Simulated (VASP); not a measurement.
Set up this calculation in VASP 6.6.1, as the native input.

```yaml
Task: single point
Functional: LDA
Potentials_or_basis: VASP PAW LDA potentials, release 64 (Hg, Te)
Cutoff: 520 eV
k_mesh: 7 × 7 × 7
Occupations: fermi-dirac, width 0.05 eV
Spin: no spin polarisation
Dipole_correction: no
Further_INCAR_settings: ALGO = Normal; EDIFF = 1e-07; NBANDS = 16
```

The structure of HgTe lies in POSCAR:

```
HgTe
1.0
    0.0000000000      3.1800000000      3.1800000000
    3.1800000000      0.0000000000      3.1800000000
    3.1800000000      3.1800000000      0.0000000000
Hg Te
1 1
Direct
    0.0000000000      0.0000000000      0.0000000000
    0.5000000000      0.5000000000      0.5000000000
```

The input as run:

INCAR

```
SYSTEM = HgTe
ALGO = Normal
EDIFF = 1E-7
ENCUT = 520
GGA = CA
ISIF = 2
ISMEAR = -1
LASPH = .TRUE.
LCHARG = .FALSE.
LREAL = .FALSE.
LWAVE = .FALSE.
NBANDS = 16
NELM = 100
PREC = Accurate
SIGMA = 0.05
```

KPOINTS

```
k-points
0
G
  7 7 7
  0 0 0
```

Potentials or basis: VASP PAW LDA potentials, release 64 (Hg, Te).

Command:

```console
$ cat potpaw_LDA.64/Hg/POTCAR potpaw_LDA.64/Te/POTCAR > POTCAR
$ mpirun -np 1 vasp_std > vasp.out
```

Results of the run:

```
Pressure               : -7.7 GPa
Band gap on the k mesh : zero (band 9 reaches 3.07 eV, above the bottom of band 10 at 1.13 eV)
```

Caveat: spin-orbit coupling is left out, which moves the levels of the heavy elements.

Run time: 19 s on 1 thread of Intel(R) Xeon(R) 6975P-C (Granite Rapids) (shared host), peak memory 0.17 GiB.
